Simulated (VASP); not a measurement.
A run of VASP 6.6.1 is set up as follows.

Contents of POSCAR:

```
TiO2
1.0
    4.5967496901      0.0000000000      0.0000000000
    0.0000000000      4.5967496901      0.0000000000
    0.0000000000      0.0000000000      2.9536714147
Ti O
2 4
Direct
    0.0000000000      0.0000000000      0.0423202118
    0.5000000000      0.5000000000      0.5423202118
    0.3046118010      0.3046118010      0.0000000000
    0.1953881990      0.8046118010      0.5000000000
    0.6953881990      0.6953881990      0.0000000000
    0.8046118010      0.1953881990      0.5000000000
```

INCAR.step1

```
SYSTEM = TiO2
PREC = Accurate ; ENCUT = 520
ISMEAR = 0 ; SIGMA = 0.05
LREAL = .False. ; LASPH = .True.
NELM = 60 ; NBANDS = 33
GGA = PE ; ALGO = Normal
EDIFF = 1E-4 ; LWAVE = .True.
LCHARG = .False.
```

INCAR.step2

```
SYSTEM = TiO2
PREC = Accurate ; ENCUT = 520
EDIFF = 1E-7 ; ISMEAR = 0
SIGMA = 0.05 ; LREAL = .False.
LASPH = .True. ; NELM = 60
ALGO = Normal ; ISIF = 2
LWAVE = .False. ; LCHARG = .False.
METAGGA = R2SCAN ; LMIXTAU = .True.
NBANDS = 33 ; ISTART = 1
```

File KPOINTS:

```
regular mesh
0
Gamma
  6 6 10
  0 0 0
```

Potentials or basis: VASP PAW PBE potentials, release 64 (Ti_sv, O).

Run with:

```console
$ cat potpaw_PBE.64/Ti_sv/POTCAR potpaw_PBE.64/O/POTCAR > POTCAR
$ cp INCAR.step1 INCAR
$ mpirun -np 1 vasp_std > vasp.out
$ cp INCAR.step2 INCAR
$ mpirun -np 1 vasp_std > vasp.out
```

Q: Predict the band gap on the k mesh.

A: 2.48 eV (least direct gap 2.67 eV).

Q: Predict the pressure.

A: 3.6 GPa.

Q: What does it give for the largest force?

A: 0.413 eV/Å.

Forces on the atoms (eV/Å):
```
Ti   0.000  0.000 -0.413
Ti   0.000  0.000 -0.413
O   -0.167 -0.167  0.207
O    0.167 -0.167  0.207
O    0.167  0.167  0.207
O   -0.167  0.167  0.207
```

Caveat: the cell differs from its parent crystal (all Ti atoms moved +0.125 Å, as atom 1 along Cartesian [0 0 1]); the cell stands under pressure; the PAW data sets were made with another functional, which shifts forces and pressure a little. A k mesh can miss the band edges.
